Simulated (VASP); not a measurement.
# NaI (I-4m2) in VASP: notebook

The runs below take NaI through single point, with PBE, r2SCAN, HSE06.

All numbers are computed with VASP 6.6.1; they aren't measurements. Logs are shortened: lines on timing, memory, paths and dates and some standing lists are left out, and cuts for length are marked.

## (1) The cell of the first run

It takes space group I-4m2 (No. 119, tetragonal). The conventional cell has a = 5.170 Å, b = 5.170 Å, c = 6.653 Å, α = 90.00°, β = 90.00°, γ = 90.00°. Within 4.0 Å of Na (site symmetry -4m2) lie 4 I at 3.07 Å. I (site symmetry -4m2) has 4 Na at 3.07 Å within 4.0 Å.

## (2) Single point, PBE (epitaxial xy strain +3.2%)

Input file INCAR:

```
  PREC = Accurate
  ENCUT = 520
  EDIFF = 1E-6
  ISMEAR = -1
  SIGMA = 0.02
  LREAL = F
  LASPH = T
  NELM = 60
  ALGO = Normal
  ISIF = 2
  LWAVE = F
  LCHARG = F
  GGA = PE
  NBANDS = 14
```

Input file KPOINTS:

```
regular mesh
0
Gamma
  6 6 6
```

Input file POSCAR:

```
NaI
1.0
    0.0000000000      3.6555108415      3.3263808726
    3.6555108415      0.0000000000      3.3263808726
    3.6555108415      3.6555108415      0.0000000000
Na I
1 1
Direct
    0.0000000000      0.0000000000      0.0000000000
    0.2500000000      0.2500000000      0.2500000000
```

Potentials or basis: VASP PAW PBE potentials, release 64 (Na_pv, I).

On the command line:

```
cat potpaw_PBE.64/Na_pv/POTCAR potpaw_PBE.64/I/POTCAR > POTCAR
mpirun -np 1 vasp_std > vasp.out
```

OUTCAR:

```text
PREC = Accurate
   ENCUT = 520
   EDIFF = 1E-6
   ISMEAR = -1
   LREAL = F
   LASPH = T
   NELM = 60
   ISIF = 2
   GGA = PE

 ion  position               nearest neighbor table
   1  0.000  0.000  0.000-   2 3.07   2 3.07   2 3.07   2 3.07
   2  0.250  0.250  0.250-   1 3.07   1 3.07   1 3.07   1 3.07

  LATTYP: Found a body centered tetragonal cell.
 ALAT       =     5.1696730095
 C/A-ratio  =     1.2868825036

  Lattice vectors:

 A1 = (   0.0000000000,  -3.6555108415,  -3.3263808726)
 A2 = (   0.0000000000,   3.6555108415,  -3.3263808726)
 A3 = (   3.6555108415,   0.0000000000,   3.3263808726)

Analysis of symmetry for initial positions (statically):
=====================================================================
 Subroutine PRICEL returns:
 Original cell was already a primitive cell.

 Routine SETGRP: Setting up the symmetry group for a
 body centered tetragonal supercell.

 Subroutine GETGRP returns: Found  8 space group operations
 (whereof  8 operations were pure point group operations)
 out of a pool of 16 trial point group operations.

The static configuration has the point symmetry D_2d.

Analysis of symmetry for dynamics (positions and initial velocities):
=====================================================================
 Subroutine PRICEL returns:
 Original cell was already a primitive cell.

 Routine SETGRP: Setting up the symmetry group for a
 body centered tetragonal supercell.

 Subroutine GETGRP returns: Found  8 space group operations
 (whereof  8 operations were pure point group operations)
 out of a pool of 16 trial point group operations.

The dynamic configuration has the point symmetry D_2d.

 Subroutine INISYM returns: Found  8 space group operations
 (whereof  8 operations are pure point group operations),
 and found     1 'primitive' translations

----------------------------------------------------------------------------------------

                                     Primitive cell

  volume of cell :      88.8993

  direct lattice vectors                    reciprocal lattice vectors
     0.000000000  3.655510841  3.326380873    -0.136779789  0.136779789  0.150313515
     3.655510841  0.000000000  3.326380873     0.136779789 -0.136779789  0.150313515
     3.655510841  3.655510841  0.000000000     0.136779789  0.136779789 -0.150313515

  length of vectors
     4.942425439  4.942425439  5.169673009     0.244972598  0.244972598  0.244972598

  position of ions in fractional coordinates (direct lattice)
     0.000000000  0.000000000  0.000000000
     0.250000000  0.250000000  0.250000000

  ion indices of the primitive-cell ions
   primitive index   ion index
                 1           1
                 2           2

----------------------------------------------------------------------------------------

 KPOINTS: regular mesh

Automatic generation of k-mesh.
 Grid dimensions read from file:
 generate k-points for:    6    6    6

 Generating k-lattice:

  Cartesian coordinates                     Fractional coordinates (reciprocal lattice)
    -0.022796631  0.022796631  0.025052252     0.166666667 -0.000000000  0.000000000
     0.022796631 -0.022796631  0.025052252    -0.000000000  0.166666667  0.000000000
     0.022796631  0.022796631 -0.025052252     0.000000000  0.000000000  0.166666667

  Length of vectors
     0.040828766  0.040828766  0.040828766

  Shift w.r.t. Gamma in fractional coordinates (k-lattice)
     0.000000000  0.000000000  0.000000000

 Subroutine IBZKPT returns following result:
 ===========================================

 Found     30 irreducible k-points:

 Following reciprocal coordinates:
            Coordinates               Weight
  0.000000  0.000000  0.000000      1.000000
  0.166667 -0.000000  0.000000      8.000000
  0.333333  0.000000  0.000000      8.000000
  0.500000 -0.000000  0.000000      4.000000
  0.166667  0.166667  0.000000      2.000000
  0.333333  0.166667  0.000000      8.000000
[... 16 lines left out ...]
  0.333333  0.000000  0.333333      4.000000
  0.500000  0.000000  0.333333     16.000000
 [... further k-points ...]
   k-points           NKPTS =     30   k-points in BZ     NKDIM =     30   number of bands    NBANDS=     14
   number of dos      NEDOS =    301   number of ions     NIONS =      2
   total plane-waves  NPLWV =  64000
   dimension x,y,z NGX =    40 NGY =   40 NGZ =   40
   dimension x,y,z NGXF=    80 NGYF=   80 NGZF=   80
   ions per type =               1   1
   NGX,Y,Z   is equivalent  to a cutoff of  13.45, 13.45, 12.86 a.u.
   NGXF,Y,Z  is equivalent  to a cutoff of  26.91, 26.91, 25.73 a.u.
 SYSTEM =  unknown system
   PREC   = accura    normal or accurate (medium, high low for compatibility)
   ISTART =      0    job   : 0-new  1-cont  2-samecut
   ICHARG =      2    charge: 1-file 2-atom 10-const
   ISPIN  =      1    spin polarized calculation?
   LNONCOLLINEAR =      F non collinear calculations
   LSORBIT =      F    spin-orbit coupling
   LASPH  =      T    aspherical Exc in radial PAW
   ENCUT  =  520.0 eV  38.22 Ry    6.18 a.u.   9.19  9.19  9.61*2*pi/ulx,y,z
   NELM   =     60;   NELMIN=  2; NELMDL= -5     # of ELM steps
   EDIFF  = 0.1E-05   stopping-criterion for ELM
   LREAL  =      F    real-space projection
[... 7 lines left out ...]
   TEBEG  =    0.0;   TEEND  =   0.0 temperature during run
   PSTRESS=    0.0 pullay stress
   NELECT =      14.0000    total number of electrons
   NUPDOWN=      -1.0000    fix difference up-down
   EMIN   =  10.00;   EMAX   =-10.00  energy-range for DOS
   EFERMI =   0.00;   METHOD = LEGACY
   ISMEAR =    -1;   SIGMA  =   0.02  broadening in eV -4-tet -1-fermi 0-gaus
   EFERMI_NEDOS =   21; number of points for ismear=-14 and -15
   IALGO  =     38    algorithm
   IMIX   =      4    mixing-type and parameters
     AMIX     =   0.40;   BMIX     =  1.00
     AMIX_MAG =   1.60;   BMIX_MAG =  1.00
  volume/ion in A,a.u.               =      44.45       299.96
  Fermi-wavevector in a.u.,A,eV,Ry     =   0.884066  1.670643 10.633948  0.781573
  Thomas-Fermi vector in A             =   2.004917
   LORBIT       =      0    0 simple, 1 ext, 2 COOP (PROOUT), +10 PAW based schemes
   GGA     = PE    functional components
   LHFCALC =     F    Hartree Fock is set to
   AEXX    =    0.0000 exact exchange contribution
   IVDW    =     0    specifies the selected vdW correction
   LEPSILON=     F    determine dielectric tensor
   LRPA    =     F    only Hartree local field effects (RPA)
 non-spin polarized calculation
  energy-cutoff  :      520.00
  volume of cell :       88.90
 maximum number of plane-waves:      2417
 NGX is ok and might be reduce to    40
   NGX = 19   NGY = 19   NGZ = 19

 number of electron      14.0000008 magnetization

 Free energy of the ion-electron system (eV)
  ---------------------------------------------------
  ext. energy  EPLUGINS =         0.00000000
  ---------------------------------------------------
  free energy    TOTEN  =        -5.28877441 eV

  energy without entropy =       -5.28877441  energy(sigma->0) =       -5.28877441

 E-fermi :  -0.5940     XC(G=0):  -6.4681

 val. band max:       -1.0409451187   @ k =   0.0000   0.0000   0.0000
 cond. band min:       2.7070738169   @ k =   0.0000   0.0000   0.0000
 fundamental gap:      3.7480189356
 Fermi energy:        -0.5940092104

 k-point     1 :       0.0000    0.0000    0.0000
  band No.  band energies     occupation
      1     -23.2098      2.00000
      2     -23.2021      2.00000
      3     -23.2021      2.00000
      4     -11.5322      2.00000
      5      -1.1243      2.00000
      6      -1.1243      2.00000
      7      -1.0409      2.00000
      8       2.7071      0.00000
      9       6.7680      0.00000
     10       6.7680      0.00000
     11       6.9427      0.00000
     12       8.0679      0.00000
     13       8.9385      0.00000
     14       9.8931      0.00000

 k-point     2 :       0.1667   -0.0000    0.0000
  band No.  band energies     occupation
      1     -23.2101      2.00000
      2     -23.2025      2.00000
      3     -23.2022      2.00000
      4     -11.5004      2.00000
      5      -1.4847      2.00000
      6      -1.1765      2.00000
      7      -1.0871      2.00000
      8       3.2890      0.00000
      9       6.4362      0.00000
     10       6.8287      0.00000
     11       7.0802      0.00000
     12       7.8961      0.00000
     13       8.3788      0.00000
     14       9.8448      0.00000

 k-point     3 :       0.3333    0.0000    0.0000
  band No.  band energies     occupation
      1     -23.2107      2.00000
      2     -23.2032      2.00000
      3     -23.2024      2.00000
      4     -11.4351      2.00000
      5      -2.0759      2.00000
      6      -1.2759      2.00000
      7      -1.1249      2.00000
      8       4.1080      0.00000
      9       6.2977      0.00000
     10       6.4748      0.00000
     11       7.1236      0.00000
     12       8.6278      0.00000
     13       8.8553      0.00000
     14       9.3180      0.00000

 k-point     4 :       0.5000   -0.0000    0.0000
  band No.  band energies     occupation
      1     -23.2111      2.00000
      2     -23.2036      2.00000
      3     -23.2025      2.00000
      4     -11.4017      2.00000
      5      -2.3216      2.00000
      6      -1.3232      2.00000
      7      -1.1423      2.00000
      8       4.2799      0.00000
      9       6.2808      0.00000
     10       6.6294      0.00000
     11       6.9290      0.00000
     12       9.3712      0.00000
     13       9.7522      0.00000
     14      10.4513      0.00000

 k-point     5 :       0.1667    0.1667    0.0000
  band No.  band energies     occupation
      1     -23.2105      2.00000
      2     -23.2023      2.00000
      3     -23.2023      2.00000
      4     -11.4845      2.00000
      5      -1.4439      2.00000
      6      -1.2587      2.00000
      7      -1.2587      2.00000
      8       3.5630      0.00000
      9       6.1244      0.00000
     10       7.0951      0.00000
     11       7.0951      0.00000
[... 276 lines left out ...]
 k-point    22 :      -0.3333    0.5000    0.1667
  band No.  band energies     occupation
      1     -23.2120      2.00000
      2     -23.2035      2.00000
      3     -23.2029      2.00000
      4     -11.3469      2.00000
      5      -1.9941      2.00000
      6      -1.7926      2.00000
      7      -1.5971      2.00000
      8       4.5877      0.00000
      9       5.4044      0.00000
     10       7.2318      0.00000
     11       7.3484      0.00000
     12       9.3867      0.00000
     13      10.3987      0.00000
     14      10.7396      0.00000

 k-point    23 :       0.3333    0.0000    0.3333
  band No.  band energies     occupation
      1     -23.2104      2.00000
      2     -23.2042      2.00000
      3     -23.2025      2.00000
      4     -11.4113      2.00000
      5      -2.0631      2.00000
      6      -1.3580      2.00000
      7      -1.3371      2.00000
      8       4.2503      0.00000
      9       5.4824      0.00000
     10       6.5871      0.00000
     11       8.0191      0.00000
     12       8.5953      0.00000
     13       9.6324      0.00000
     14      11.2699      0.00000

 k-point    24 :       0.5000    0.0000    0.3333
  band No.  band energies     occupation
      1     -23.2107      2.00000
      2     -23.2045      2.00000
      3     -23.2026      2.00000
      4     -11.3780      2.00000
      5      -2.1716      2.00000
      6      -1.5700      2.00000
      7      -1.3710      2.00000
      8       4.4698      0.00000
      9       5.5657      0.00000
     10       6.8063      0.00000
     11       8.1692      0.00000
     12       9.0113      0.00000
     13      10.0183      0.00000
     14      10.8680      0.00000

 [... further k-points ...]

------------------------ aborting loop because EDIFF is reached ----------------------------------------

  FORCE on cell =-STRESS in cart. coord.  units (eV):
  Direction    XX          YY          ZZ          XY          YZ          ZX
  --------------------------------------------------------------------------------------
  -------------------------------------------------------------------------------------
  Total        0.1728359      0.1728359      0.2044808      0.0000000      0.0000000      0.0000000
  in kB        3.1149159      3.1149159      3.6852338      0.0000000      0.0000000      0.0000000
  external PRESSURE =       3.3050219 kB  Pullay stress =       0.0000000 kB

 VOLUME and BASIS-vectors are now :
 -----------------------------------------------------------------------------
  energy-cutoff  :      520.00
  volume of cell :       88.90
      direct lattice vectors                 reciprocal lattice vectors
     0.000000000  3.655510841  3.326380873    -0.136779789  0.136779789  0.150313515
     3.655510841  0.000000000  3.326380873     0.136779789 -0.136779789  0.150313515
     3.655510841  3.655510841  0.000000000     0.136779789  0.136779789 -0.150313515

 POSITION                                       TOTAL-FORCE (eV/Angst)
 -----------------------------------------------------------------------------------
      0.00000      0.00000      0.00000         0.000000      0.000000      0.000000
      1.82776      1.82776      1.66319        -0.000000     -0.000000     -0.000000
 -----------------------------------------------------------------------------------
    total drift:                                0.000001      0.000001      0.000001

  FREE ENERGIE OF THE ION-ELECTRON SYSTEM (eV)
  ---------------------------------------------------
  free  energy   TOTEN  =        -5.2887744101 eV

  energy  without entropy=       -5.2887744101  energy(sigma->0) =       -5.28877441
```

Run time: 75 s. Hardware: 1 thread of Intel Xeon Platinum 8488C (Sapphire Rapids), shared host; peak memory 0.24 GiB.

What came out:

| Property | Result |
| --- | --- |
| Free energy | -5.2888 eV |
| Pressure | 0.3 GPa |
| Band gap on the k mesh | 3.75 eV |

Caveat: the cell differs from its parent crystal (epitaxial xy strain +3.2%); spin-orbit coupling is left out, which moves the levels of the heavy elements.

(Part 1 of 2 ends here.)
